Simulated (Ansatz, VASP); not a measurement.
**Two plane-wave programs on Fe**

```
Fe
1.0
    -1.44300    1.44300    1.44300
     1.44300   -1.44300    1.44300
     1.44300    1.44300   -1.44300
Fe
1
Direct
  0.00000 0.00000 0.00000
```

Alike in both runs: task single point; functional PBE; k mesh 13 × 13 × 13; occupations gaussian, width 0.023 eV; collinear spin.

```csv
,VASP,Ansatz
version,VASP 6.6.1,Ansatz 0.2.0
potentials or method,"VASP PAW PBE potentials, release 64 (Fe)",Ansatz PAW
plane-wave cutoff (eV),520,420
valence electrons in the cell,8,16
```

VASP gave:

| Item | Value |
| --- | --- |
| gap on the k mesh at the Fermi level (eV) | none |
| pressure (GPa) | -9.2 |
| net moment per atom (μB) | 2.28 |
| size of the moment on the site where the two differ most (μB) | 2.29 |

**Question.** What did Ansatz give for the same quantities?

**Answer.** gap on the k mesh at the Fermi level (eV): none; pressure (GPa): -9.6; net moment per atom (μB): 2.25; size of the moment on the site where the two differ most (μB): 2.31.

Site moments also hang on the region over which each program counts them. A gap of «none» marks a metal or a gap that the smearing closes. With one functional, cell and mesh, what is left measures potentials, basis and numerics. VASP's potentials hold 8 valence electrons a cell and Ansatz's 16, so a difference there can come from the potentials and not from the codes.
